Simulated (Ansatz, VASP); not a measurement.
Given: the input of a run of Ansatz 0.2.0 on Nb.

Contents of input.yaml:

```yaml
crystal:
  lattice:
    - [-1.6299823056, 1.6299823056, 1.6299823056]
    - [1.6299823056, -1.6299823056, 1.6299823056]
    - [1.6299823056, 1.6299823056, -1.6299823056]
  atoms:
    - { symbol: Nb, position: [0.0, 0.0, 0.0] }
hamiltonian:
  xc: r2scan
  pseudopotentials: { kind: paw }
kpoints:
  mp_grid: { grid: [11, 11, 11] }
scf:
  occupations: { method: fermi_dirac, width: 0.05 }
output:
  forces: true
  stress: true
  eigenvalues: true
```

Potentials or basis: Ansatz PAW.

The run is started by

```sh
$ ansatz run input.yaml --threads 1 --pin off --max-ram 3584MiB --backend cpu --events-out ev --progress --plain --runs-dir out
```

Q: Set up the same calculation for VASP 6.6.1. Potentials there: VASP PAW PBE potentials, release 64 (Nb_sv).

A: As run (the cutoff follows the program's own potentials):

File POSCAR:

```
Nb
1.0
   -1.6299823056      1.6299823056      1.6299823056
    1.6299823056     -1.6299823056      1.6299823056
    1.6299823056      1.6299823056     -1.6299823056
Nb
1
Direct
    0.0000000000      0.0000000000      0.0000000000
```

The input INCAR.step1:

```
SYSTEM = Nb
PREC     = Accurate       ! precision mode
ENCUT    = 550            ! plane-wave cutoff, eV
ISMEAR   = -1             ! smearing method
SIGMA    = 0.05           ! smearing width, eV
LREAL    = .FALSE.        ! projectors in reciprocal space
LASPH    = .TRUE.         ! aspherical terms in the spheres
NELM     = 120            ! most SCF steps
NBANDS   = 12             ! bands
GGA      = PE             ! functional
ALGO     = Normal         ! electronic algorithm
EDIFF    = 1E-5           ! SCF threshold, eV
LWAVE    = .TRUE.         ! write WAVECAR
LCHARG   = .FALSE.        ! write CHGCAR
GGA_COMPAT= .FALSE.
```

INCAR.step2

```
SYSTEM = Nb
PREC     = Accurate       ! precision mode
ENCUT    = 550            ! plane-wave cutoff, eV
EDIFF    = 1E-6           ! SCF threshold, eV
ISMEAR   = -1             ! smearing method
SIGMA    = 0.05           ! smearing width, eV
LREAL    = .FALSE.        ! projectors in reciprocal space
LASPH    = .TRUE.         ! aspherical terms in the spheres
NELM     = 120            ! most SCF steps
ALGO     = Normal         ! electronic algorithm
ISIF     = 2              ! what is computed and relaxed
LWAVE    = .FALSE.        ! write WAVECAR
LCHARG   = .FALSE.        ! write CHGCAR
METAGGA  = R2SCAN         ! meta-GGA
LMIXTAU  = .TRUE.       
NBANDS   = 12             ! bands
ISTART   = 1            
GGA_COMPAT= .FALSE.
```

Contents of KPOINTS:

```
regular mesh
0
G
  11 11 11
  0 0 0
```

Potentials or basis: VASP PAW PBE potentials, release 64 (Nb_sv).

Command:

```sh
$ cat potpaw_PBE.64/Nb_sv/POTCAR > POTCAR
$ cp INCAR.step1 INCAR
$ mpirun -np 1 vasp_std > vasp.out
$ cp INCAR.step2 INCAR
$ mpirun -np 1 vasp_std > vasp.out
```

Both were run:

|  | VASP | Ansatz | Ansatz less VASP |
| --- | --- | --- | --- |
| gap on the k mesh at the Fermi level (eV) | none | none | - |
| pressure (GPa) | 8.2 | 8.4 | +0.13 |

VASP's potentials were made for PBE, not for r2SCAN. A gap of «none» marks a metal or a gap that the smearing closes.
